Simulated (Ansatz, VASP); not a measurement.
## One calculation of BaSc4, two programs

```
Ba Sc
1.0
     4.86243    0.00000    0.00000
     0.00000    4.86243    0.00000
     0.00000    0.00000    4.86243
Ba Sc
1 4
Direct
  0.00000 0.00000 0.00000
  0.00000 0.50000 0.50000
  0.50000 0.00000 0.50000
  0.50000 0.50000 0.00000
  0.50000 0.50000 0.50000
```

Alike in both runs: task single point; functional PBE; k mesh 4 × 4 × 4; occupations gaussian, width 0.1 eV; no spin polarisation.

|  | VASP | Ansatz |
| --- | --- | --- |
| version | VASP 6.6.1 | Ansatz 0.2.0 |
| potentials or method | VASP PAW PBE potentials, release 64 (Ba_sv, Sc_sv), cutoff 520 eV | scalar-relativistic, plane waves, PAW |
| valence electrons in the cell | 54 | 54 |

VASP gave:

| Quantity | Value |
| --- | --- |
| gap on the k mesh at the Fermi level (eV) | none |
| pressure (GPa) | 17.8 |

Which values does Ansatz return?

gap on the k mesh at the Fermi level (eV): none; pressure (GPa): 17.4.

A gap of «none» marks a metal or a gap that the smearing closes.

Spin-orbit coupling is off throughout.
